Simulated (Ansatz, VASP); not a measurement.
Si4Ge in VASP and in Ansatz

```
Si Ge
1.0
    -3.50419    3.50419    1.62586
     3.50419   -3.50419    1.62586
     3.50419    3.50419   -1.62586
Si Ge
4 1
Direct
  0.84885 0.63934 0.48819
  0.15115 0.36066 0.51181
  0.36066 0.84885 0.20952
  0.63934 0.15115 0.79048
  0.00000 0.00000 0.00000
```

Alike in both runs: task single point; functional PBE; k mesh 12 × 12 × 12; occupations gaussian, width 0.1 eV; no spin polarisation.

```csv
,VASP,Ansatz
version,VASP 6.6.1,Ansatz 0.2.0
potentials or method,"VASP PAW PBE potentials, release 64 (Si, Ge_d), cutoff 520 eV","scalar-relativistic, plane waves, PAW"
valence electrons in the cell,30,30
```

|  | VASP | Ansatz | Ansatz less VASP |
| --- | --- | --- | --- |
| gap on the k mesh at the Fermi level (eV) | none | none | - |
| pressure (GPa) | -0.1 | 0.0 | +0.07 |

A gap of «none» marks a metal or a gap that the smearing closes. The functional is the same, so the differences come from potentials, cutoffs and numerics.
